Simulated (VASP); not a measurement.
## BaTe: single point with LDA

The system is BaTe.

```
CELL_PARAMETERS angstrom
0.00000 3.41000 3.41000
3.41000 0.00000 3.41000
3.41000 3.41000 0.00000
ATOMIC_POSITIONS crystal
Ba 0.00000 0.00000 0.00000
Te 0.50000 0.50000 0.50000
```

* Program: VASP 6.6.1
* Task: single point
* Functional: LDA
* Potentials or basis: VASP PAW LDA potentials, release 64 (Ba_sv, Te)
* Cutoff: 520 eV
* k mesh: 7 × 7 × 7
* Occupations: fermi-dirac, width 0.05 eV
* Spin: no spin polarisation
* Dipole correction: no
* Further INCAR settings: ALGO = Normal; EDIFF = 1e-07; NBANDS = 15

```yaml
Pressure: 1.2 GPa
Band_gap_on_the_k_mesh: 1.26 eV, indirect (least direct gap 1.64 eV)
```

Levels at points of the mesh, in eV from the valence-band top:
```csv
k point,band 4,band 5,band 6,band 7,band 8,band 9,band 10,band 11,band 12,band 13
"(0.00, 0.00, 0.00)",-11.96,-9.79,0.00,0.00,0.00,2.75,2.75,2.75,3.01,3.51
```

Wall time 42 s on 1 thread of AMD EPYC 7R43 64-Core Processor (Zen 3), with other jobs on the host, peak memory 0.15 GiB.

Caveat: spin-orbit coupling is left out, which moves the levels of the heavy elements. A k mesh can miss the band edges.
